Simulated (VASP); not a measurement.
# Ga2O3 (R-3c) in VASP: a series of runs

The runs below take Ga2O3 through single point, with LDA, PBE, PBEsol.

Everything below comes from runs of VASP 6.6.1. Logs are shortened: lines on timing, memory, paths and dates and some standing lists are left out, and cuts for length are marked.

**1. The cell of the first run**

It takes space group R-3c (No. 167, trigonal). Conventional cell: a = 4.950 Å, b = 4.950 Å, c = 13.306 Å, α = 90.00°, β = 90.00°, γ = 120.00°. Ga (site symmetry 3) has 6 O at 1.91 to 2.06 Å within 2.5 Å. O (site symmetry 2) has 4 Ga at 1.91 to 2.06 Å and 4 O at 2.60 to 2.69 Å within 2.7 Å.

**2. Single point, LDA**

INCAR

```
SYSTEM = Ga2O3
  PREC = Accurate
  ENCUT = 520
  EDIFF = 1E-6
  ISMEAR = -1
  SIGMA = 0.02
  LREAL = .FALSE.
  LASPH = .TRUE.
  NELM = 100
  ALGO = Normal
  ISIF = 2
  LWAVE = .FALSE.
  LCHARG = .FALSE.
  GGA = CA
  NBANDS = 55
```

KPOINTS

```
regular mesh
0
G
  6 6 6
  0 0 0
```

POSCAR

```
Ga2O3
1.0
    2.4750097146      1.4289475250      4.4354235485
   -2.4750097146      1.4289475250      4.4354235485
    0.0000000000     -2.8578950499      4.4354235485
Ga O
4 6
Direct
    0.8557624854      0.8557624854      0.8557624854
    0.3557624854      0.3557624854      0.3557624854
    0.1442375146      0.1442375146      0.1442375146
    0.6442375146      0.6442375146      0.6442375146
    0.4472117006      0.0527882994      0.7500000000
    0.0527882994      0.7500000000      0.4472117006
    0.5527882994      0.9472117006      0.2500000000
    0.2500000000      0.5527882994      0.9472117006
    0.9472117006      0.2500000000      0.5527882994
    0.7500000000      0.4472117006      0.0527882994
```

Potentials or basis: VASP PAW LDA potentials, release 64 (Ga_d, O).

Command:

```
> cat potpaw_LDA.64/Ga_d/POTCAR potpaw_LDA.64/O/POTCAR > POTCAR
> mpirun -np 1 vasp_std > vasp.out
```

OUTCAR:

```text
SYSTEM = Ga2O3
   PREC = Accurate
   ENCUT = 520
   EDIFF = 1E-6
   ISMEAR = -1
   LREAL = .FALSE.
   LASPH = .TRUE.
   NELM = 100
   ISIF = 2
   GGA = CA

 ion  position               nearest neighbor table
   1  0.856  0.856  0.856-   7 1.91   8 1.91   9 1.91   6 2.06   5 2.06  10 2.06   4 2.81   3 2.92
                             3 2.92   3 2.92
   2  0.356  0.356  0.356-   5 1.91   6 1.91  10 1.91   8 2.06   7 2.06   9 2.06   3 2.81   4 2.92
                             4 2.92   4 2.92
   3  0.144  0.144  0.144-   5 1.91  10 1.91   6 1.91   9 2.06   7 2.06   8 2.06   2 2.81   1 2.92
                             1 2.92   1 2.92
   4  0.644  0.644  0.644-   7 1.91   9 1.91   8 1.91  10 2.06   5 2.06   6 2.06   1 2.81   2 2.92
                             2 2.92   2 2.92
   5  0.447  0.053  0.750-   2 1.91   3 1.91   1 2.06   4 2.06
   6  0.053  0.750  0.447-   2 1.91   3 1.91   1 2.06   4 2.06
   7  0.553  0.947  0.250-   1 1.91   4 1.91   3 2.06   2 2.06
   8  0.250  0.553  0.947-   1 1.91   4 1.91   2 2.06   3 2.06
   9  0.947  0.250  0.553-   4 1.91   1 1.91   3 2.06   2 2.06
  10  0.750  0.447  0.053-   3 1.91   2 1.91   4 2.06   1 2.06

  LATTYP: Found a trigonal (rhomboedric) cell.
 ALAT       =     5.2764141395
 COS(alpha) =     0.5599459113

  Lattice vectors:

 A1 = (   2.4750097146,   1.4289475250,   4.4354235485)
 A2 = (  -2.4750097146,   1.4289475250,   4.4354235485)
 A3 = (   0.0000000000,  -2.8578950499,   4.4354235485)

Analysis of symmetry for initial positions (statically):
=====================================================================
 Subroutine PRICEL returns:
 Original cell was already a primitive cell.

 Routine SETGRP: Setting up the symmetry group for a
 trigonal (rhombohedral) supercell.

 Subroutine GETGRP returns: Found 12 space group operations
 (whereof  6 operations were pure point group operations)
 out of a pool of 12 trial point group operations.

The static configuration has the point symmetry S_6 .
 The point group associated with its full space group is D_3d.

Analysis of symmetry for dynamics (positions and initial velocities):
=====================================================================
 Subroutine PRICEL returns:
 Original cell was already a primitive cell.

 Routine SETGRP: Setting up the symmetry group for a
 trigonal (rhombohedral) supercell.

 Subroutine GETGRP returns: Found 12 space group operations
 (whereof  6 operations were pure point group operations)
 out of a pool of 12 trial point group operations.

The dynamic configuration has the point symmetry S_6 .
 The point group associated with its full space group is D_3d.

 Subroutine INISYM returns: Found 12 space group operations
 (whereof  6 operations are pure point group operations),
 and found     1 'primitive' translations

----------------------------------------------------------------------------------------

                                     Primitive cell

  volume of cell :      94.1195

  direct lattice vectors                    reciprocal lattice vectors
     2.475009715  1.428947525  4.435423549     0.202019409  0.116635960  0.075152537
    -2.475009715  1.428947525  4.435423549    -0.202019409  0.116635960  0.075152537
     0.000000000 -2.857895050  4.435423549     0.000000000 -0.233271920  0.075152537

  length of vectors
     5.276414139  5.276414139  5.276414139     0.245078952  0.245078952  0.245078952

  position of ions in fractional coordinates (direct lattice)
     0.855762485  0.855762485  0.855762485
     0.355762485  0.355762485  0.355762485
     0.144237515  0.144237515  0.144237515
     0.644237515  0.644237515  0.644237515
     0.447211701  0.052788299  0.750000000
     0.052788299  0.750000000  0.447211701
     0.552788299  0.947211701  0.250000000
     0.250000000  0.552788299  0.947211701
     0.947211701  0.250000000  0.552788299
     0.750000000  0.447211701  0.052788299

  ion indices of the primitive-cell ions
   primitive index   ion index
                 1           1
                 2           2
                 3           3
                 4           4
                 5           5
                 6           6
                 7           7
                 8           8
                 9           9
                10          10

----------------------------------------------------------------------------------------

 KPOINTS: regular mesh

Automatic generation of k-mesh.
 Grid dimensions read from file:
 generate k-points for:    6    6    6

 Generating k-lattice:

  Cartesian coordinates                     Fractional coordinates (reciprocal lattice)
     0.033669902  0.019439327  0.012525423     0.166666667  0.000000000  0.000000000
    -0.033669902  0.019439327  0.012525423     0.000000000  0.166666667  0.000000000
     0.000000000 -0.038878653  0.012525423     0.000000000  0.000000000  0.166666667

  Length of vectors
     0.040846492  0.040846492  0.040846492

[... 57 lines left out ...]
     AMIX     =   0.40;   BMIX     =  1.00
     AMIX_MAG =   1.60;   BMIX_MAG =  1.00
  volume/ion in A,a.u.               =       9.41        63.51
  Fermi-wavevector in a.u.,A,eV,Ry     =   1.600820  3.025111 34.866632  2.562625
  Thomas-Fermi vector in A             =   2.697896
   LORBIT       =      0    0 simple, 1 ext, 2 COOP (PROOUT), +10 PAW based schemes
   GGA     = CA    functional components
   LHFCALC =     F    Hartree Fock is set to
   AEXX    =    0.0000 exact exchange contribution
   IVDW    =     0    specifies the selected vdW correction
   LEPSILON=     F    determine dielectric tensor
   LRPA    =     F    only Hartree local field effects (RPA)
 non-spin polarized calculation
  energy-cutoff  :      520.00
  volume of cell :       94.12
 maximum number of plane-waves:      2554
   NGX = 19   NGY = 19   NGZ = 19

 number of electron      87.9999985 magnetization

 Free energy of the ion-electron system (eV)
  ---------------------------------------------------
  ext. energy  EPLUGINS =         0.00000000
  ---------------------------------------------------
  free energy    TOTEN  =       -68.26624325 eV

  energy without entropy =      -68.26624325  energy(sigma->0) =      -68.26624325

 E-fermi :   4.9546     XC(G=0): -12.8969

 val. band max:        4.5490838616   @ k =  -0.1667   0.1667   0.0000
 cond. band min:       7.6056633056   @ k =   0.0000   0.0000   0.0000
 fundamental gap:      3.0565794440
 Fermi energy:         4.9546158399

 k-point     1 :       0.0000    0.0000    0.0000
  band No.  band energies     occupation
      1     -14.4709      2.00000
      2     -12.2942      2.00000
      3     -12.2942      2.00000
      4     -12.2381      2.00000
      5     -12.2193      2.00000
      6     -12.2193      2.00000
[... 47 lines left out ...]
     54      15.6549      0.00000
     55      16.9550      0.00000

 k-point     2 :       0.1667   -0.0000    0.0000
  band No.  band energies     occupation
      1     -14.3353      2.00000
      2     -12.4211      2.00000
      3     -12.3043      2.00000
      4     -12.2973      2.00000
      5     -12.2359      2.00000
      6     -12.2061      2.00000
[... 47 lines left out ...]
     54      16.2671      0.00000
     55      16.7609      0.00000

 k-point     3 :       0.3333    0.0000    0.0000
  band No.  band energies     occupation
      1     -13.9540      2.00000
      2     -12.8411      2.00000
      3     -12.3382      2.00000
      4     -12.3191      2.00000
      5     -12.2541      2.00000
      6     -12.2268      2.00000
[... 1152 lines left out ...]
 k-point    23 :       0.5000    0.5000    0.1667
  band No.  band energies     occupation
      1     -13.5572      2.00000
      2     -12.9271      2.00000
      3     -12.5915      2.00000
      4     -12.4040      2.00000
      5     -12.3123      2.00000
      6     -12.2463      2.00000
[... 47 lines left out ...]
     54      16.7120      0.00000
     55      16.8486      0.00000

 k-point    24 :      -0.3333    0.5000    0.1667
  band No.  band energies     occupation
      1     -13.3459      2.00000
      2     -13.0041      2.00000
      3     -12.6674      2.00000
      4     -12.5299      2.00000
      5     -12.2707      2.00000
      6     -12.2332      2.00000
[... 47 lines left out ...]
     54      16.5633      0.00000
     55      16.8973      0.00000

 [... further k-points ...]

------------------------ aborting loop because EDIFF is reached ----------------------------------------

  FORCE on cell =-STRESS in cart. coord.  units (eV):
  Direction    XX          YY          ZZ          XY          YZ          ZX
  --------------------------------------------------------------------------------------
  -------------------------------------------------------------------------------------
  Total        1.3322862      1.3322862      1.0461547      0.0000000      0.0000000      0.0000000
  in kB       22.6792442     22.6792442     17.8084845      0.0000000      0.0000000      0.0000000
  external PRESSURE =      21.0556576 kB  Pullay stress =       0.0000000 kB

 VOLUME and BASIS-vectors are now :
 -----------------------------------------------------------------------------
  energy-cutoff  :      520.00
  volume of cell :       94.12
      direct lattice vectors                 reciprocal lattice vectors
     2.475009715  1.428947525  4.435423549     0.202019409  0.116635960  0.075152537
    -2.475009715  1.428947525  4.435423549    -0.202019409  0.116635960  0.075152537
     0.000000000 -2.857895050  4.435423549     0.000000000 -0.233271920  0.075152537

 POSITION                                       TOTAL-FORCE (eV/Angst)
 -----------------------------------------------------------------------------------
      0.00000      0.00000     11.38701         0.000000     -0.000000     -0.016955
      0.00000      0.00000      4.73387         0.000000     -0.000000     -0.016955
      0.00000      0.00000      1.91926         0.000000      0.000000      0.016955
      0.00000      0.00000      8.57240         0.000000      0.000000      0.016955
      0.97620     -1.42895      5.54428         0.025779     -0.000000      0.000000
     -1.72561     -0.13094      5.54428        -0.012889     -0.022325     -0.000000
     -0.97620      1.42895      7.76199        -0.025779      0.000000      0.000000
     -0.74940     -1.55989      7.76199         0.012889     -0.022325     -0.000000
      1.72561      0.13094      7.76199         0.012889      0.022325     -0.000000
      0.74940      1.55989      5.54428        -0.012889      0.022325     -0.000000
 -----------------------------------------------------------------------------------
    total drift:                               -0.000000     -0.000000     -0.000000

  FREE ENERGIE OF THE ION-ELECTRON SYSTEM (eV)
  ---------------------------------------------------
  free  energy   TOTEN  =       -68.2662432499 eV

  energy  without entropy=      -68.2662432498  energy(sigma->0) =      -68.26624325
```

Wall time 4.9 min (1 thread of Intel Xeon Platinum 8488C (Sapphire Rapids), shared host); peak memory 0.27 GiB.

Results:

| Quantity | Value |
| --- | --- |
| Free energy | -68.2662 eV |
| Pressure | 2.1 GPa |
| Largest force | 0.026 eV/Å |
| Band gap on the k mesh | 3.06 eV (least direct gap 3.33 eV) |

Forces in eV/Å, atoms in the order of the input:
```
Ga   0.000  0.000 -0.017
Ga   0.000  0.000 -0.017
Ga   0.000  0.000  0.017
Ga   0.000  0.000  0.017
O    0.026  0.000  0.000
O   -0.013 -0.022  0.000
O   -0.026  0.000  0.000
O    0.013 -0.022  0.000
O    0.013  0.022  0.000
O   -0.013  0.022  0.000
```

Stress tensor (GPa, compression positive):
```
2.27 0.00 0.00
0.00 2.27 0.00
0.00 0.00 1.78
```

A k mesh can miss the band edges.

**3. Single point, PBE**

This run uses another cell than the first one, of 9.64 Å³/atom.

INCAR

```
SYSTEM = Ga2O3
PREC = Accurate
ENCUT = 520
EDIFF = 1E-6
ISMEAR = -1
SIGMA = 0.02
LREAL = .FALSE.
LASPH = .TRUE.
NELM = 80
ALGO = Normal
ISIF = 2
LWAVE = .FALSE.
LCHARG = .TRUE.
GGA = PE
LELF = .TRUE.
LVHAR = .TRUE.
NBANDS = 55
```

KPOINTS is that of step 2.

POSCAR

```
Ga2O3
1.0
    2.4922599282      1.4389069404      4.4806442070
   -2.4922599282      1.4389069404      4.4806442070
    0.0000000000     -2.8778138808      4.4806442070
Ga O
4 6
Direct
    0.8554260990      0.8554260990      0.8554260990
    0.3554260990      0.3554260990      0.3554260990
    0.1445739010      0.1445739010      0.1445739010
    0.6445739010      0.6445739010      0.6445739010
    0.4463667103      0.0536332897      0.7500000000
    0.0536332897      0.7500000000      0.4463667103
    0.5536332897      0.9463667103      0.2500000000
    0.2500000000      0.5536332897      0.9463667103
    0.9463667103      0.2500000000      0.5536332897
    0.7500000000      0.4463667103      0.0536332897
```

Potentials or basis: VASP PAW PBE potentials, release 64 (Ga_d, O).

Command:

```
> cat potpaw_PBE.64/Ga_d/POTCAR potpaw_PBE.64/O/POTCAR > POTCAR
> mpirun -np 1 vasp_std > vasp.out
```

Run time: 5.2 min. Hardware: 1 thread of Intel Xeon Platinum 8488C (Sapphire Rapids), shared host; peak memory 0.3 GiB.

The run converged. Its results:

- Free energy: -59.2422 eV
- Pressure: 10.5 GPa
- Largest force: 0.069 eV/Å
- Band gap on the k mesh: 2.85 eV (least direct gap 3.10 eV)

Forces in eV/Å, atoms in the order of the input:
```
Ga   0.000  0.000  0.069
Ga   0.000  0.000  0.069
Ga   0.000  0.000 -0.069
Ga   0.000  0.000 -0.069
O    0.020  0.000  0.000
O   -0.010 -0.018  0.000
O   -0.020  0.000  0.000
O    0.010 -0.018  0.000
O    0.010  0.018  0.000
O   -0.010  0.018  0.000
```

Stress tensor (GPa, compression positive):
```
10.90  0.00  0.00
 0.00 10.90  0.00
 0.00  0.00  9.62
```

Levels at points of the mesh, in eV from the valence-band top:
```
           k point  band 40  band 41  band 42  band 43  band 44  band 45  band 46  band 47  band 48  band 49
(0.00, 0.00, 0.00)    -0.33    -0.31    -0.31    -0.25    -0.25     2.85     6.71     6.87     8.96    10.17
(0.50, 0.00, 0.00)    -1.20    -0.99    -0.99    -0.15    -0.15     6.43     6.43     6.78     6.78     9.95
(0.50, 0.50, 0.00)    -1.03    -0.86    -0.70    -0.25    -0.15     6.58     6.78     7.64     7.75     8.77
(0.50, 0.50, 0.50)    -1.48    -0.30    -0.30    -0.30    -0.30     5.90     5.90     7.89     7.89     9.53
```

Caveat: the cell stands under pressure. A k mesh can miss the band edges.

**4. Single point, LDA**

This run uses another cell than the first one, of 9.64 Å³/atom.

INCAR

```
SYSTEM = Ga2O3
PREC = Accurate
ENCUT = 520
EDIFF = 1E-6
ISMEAR = 0
SIGMA = 0.01
LREAL = .False.
LASPH = .True.
NELM = 100
ALGO = Normal
ISIF = 2
LWAVE = .False.
LCHARG = .True.
GGA = CA
LELF = .True.
LVHAR = .True.
NBANDS = 55
```

KPOINTS

```
Automatic mesh
0
Gamma
  6 6 6
  0 0 0
```

POSCAR is that of step 3.

Potentials or basis: VASP PAW LDA potentials, release 64 (Ga_d, O).

Command:

```
> cat potpaw_LDA.64/Ga_d/POTCAR potpaw_LDA.64/O/POTCAR > POTCAR
> mpirun -np 1 vasp_std > vasp.out
```

It took 5.1 min on 1 thread of Intel Xeon Platinum 8488C (Sapphire Rapids), shared host; peak memory 0.27 GiB.

It converged, with:

```
Free energy            : -68.2549 eV
Pressure               : -3.5 GPa
Largest force          : 0.091 eV/Å
Band gap on the k mesh : 2.80 eV (least direct gap 3.06 eV)
```

Forces in eV/Å, atoms in the order of the input:
```
Ga   0.000  0.000 -0.006
Ga   0.000  0.000 -0.006
Ga   0.000  0.000  0.006
Ga   0.000  0.000  0.006
O    0.091  0.000  0.000
O   -0.046 -0.079  0.000
O   -0.091  0.000  0.000
O    0.046 -0.079  0.000
O    0.046  0.079  0.000
O   -0.046  0.079  0.000
```

Stress tensor (GPa, compression positive):
```
-3.35  0.00  0.00
 0.00 -3.35  0.00
 0.00  0.00 -3.77
```

Levels at points of the mesh, in eV from the valence-band top:
```csv
k point,band 42,band 43,band 44,band 45,band 46,band 47
"(0.00, 0.00, 0.00)",-0.32,-0.26,-0.26,2.80,6.51,6.69
"(0.50, 0.00, 0.00)",-1.01,-0.16,-0.16,6.30,6.30,6.62
"(0.50, 0.50, 0.00)",-0.72,-0.26,-0.15,6.47,6.63,7.45
"(0.50, 0.50, 0.50)",-0.30,-0.30,-0.30,5.80,5.80,7.67
```

Caveat: the cell stands under tension. A k mesh can miss the band edges.

**5. Single point, PBEsol**

This run uses another cell than the first one, of 9.71 Å³/atom.

INCAR

```
SYSTEM = Ga2O3
ALGO = Normal ; EDIFF = 1E-6
ENCUT = 520 ; GGA = PS
ISIF = 2 ; ISMEAR = -1
LASPH = .True. ; LCHARG = .True.
LELF = .True. ; LREAL = .False.
LVHAR = .True. ; LWAVE = .False.
NBANDS = 55 ; NELM = 60
PREC = Accurate ; SIGMA = 0.02
```

KPOINTS

```
k-points
0
Gamma
  6 6 6
  0 0 0
```

POSCAR

```
Ga2O3
1.0
    2.5002087579      1.4434961994      4.4830300498
   -2.5002087579      1.4434961994      4.4830300498
    0.0000000000     -2.8869923988      4.4830300498
Ga O
4 6
Direct
    0.8557024655      0.8557024655      0.8557024655
    0.3557024655      0.3557024655      0.3557024655
    0.1442975345      0.1442975345      0.1442975345
    0.6442975345      0.6442975345      0.6442975345
    0.4472148969      0.0527851031      0.7500000000
    0.0527851031      0.7500000000      0.4472148969
    0.5527851031      0.9472148969      0.2500000000
    0.2500000000      0.5527851031      0.9472148969
    0.9472148969      0.2500000000      0.5527851031
    0.7500000000      0.4472148969      0.0527851031
```

Potentials or basis: VASP PAW PBE potentials, release 64 (Ga_d, O).

Command:

```
> cat potpaw_PBE.64/Ga_d/POTCAR potpaw_PBE.64/O/POTCAR > POTCAR
> mpirun -np 1 vasp_std > vasp.out
```

Run time: 5.3 min. Hardware: 1 thread of Intel Xeon Platinum 8488C (Sapphire Rapids), shared host; peak memory 0.31 GiB.

Results (log left out):

* Free energy: -63.8082 eV
* Pressure: 0.7 GPa
* Largest force: 0.030 eV/Å
* Band gap on the k mesh: 2.70 eV (least direct gap 2.96 eV)

Forces in eV/Å, atoms in the order of the input:
```
Ga   0.000  0.000  0.030
Ga   0.000  0.000  0.030
Ga   0.000  0.000 -0.030
Ga   0.000  0.000 -0.030
O   -0.012  0.000  0.000
O    0.006  0.010  0.000
O    0.012  0.000  0.000
O   -0.006  0.010  0.000
O   -0.006 -0.010  0.000
O    0.006 -0.010  0.000
```

Levels at points of the mesh, in eV from the valence-band top:
```
           k point  band 41  band 42  band 43  band 44  band 45  band 46  band 47  band 48
(0.00, 0.00, 0.00)    -0.32    -0.32    -0.26    -0.26     2.70     6.57     6.66     8.77
(0.50, 0.00, 0.00)    -1.00    -1.00    -0.15    -0.15     6.30     6.30     6.61     6.61
(0.50, 0.50, 0.00)    -0.87    -0.70    -0.25    -0.15     6.45     6.66     7.46     7.62
(0.50, 0.50, 0.50)    -0.31    -0.31    -0.31    -0.31     5.76     5.76     7.74     7.74
```

Caveat: the PAW data sets were made with another functional, which shifts forces and pressure a little. A k mesh can miss the band edges.

**6. Overview**

```tsv
level	potentials or basis	cell	smearing	gap on the mesh (eV)	pressure (GPa)	largest force (eV/Å)
LDA	VASP PAW LDA potentials, release 64 (Ga_d, O)	a = 5.276 Å, angles 55.9°, 10 atoms	fermi-dirac 0.02 eV	3.06	2.1	0.03
PBE	VASP PAW PBE potentials, release 64 (Ga_d, O)	a = 5.325 Å, angles 55.8°, 10 atoms	fermi-dirac 0.02 eV	2.85	10.5	0.07
LDA	VASP PAW LDA potentials, release 64 (Ga_d, O)	a = 5.325 Å, angles 55.8°, 10 atoms	gaussian 0.01 eV	2.80	-3.5	0.09
PBEsol	VASP PAW PBE potentials, release 64 (Ga_d, O)	a = 5.332 Å, angles 55.9°, 10 atoms	fermi-dirac 0.02 eV	2.70	0.7	0.03
```

Alike in all rows: task single point; no spin polarisation; k mesh 6 × 6 × 6; cutoff (eV) 520.

Caveats: the cell stands under pressure (at least some runs); the cell stands under tension (at least some runs); the PAW data sets were made with another functional, which shifts forces and pressure a little (at least some runs).

Total energies depend on the potentials used, so only differences within one code and one set of settings carry meaning.
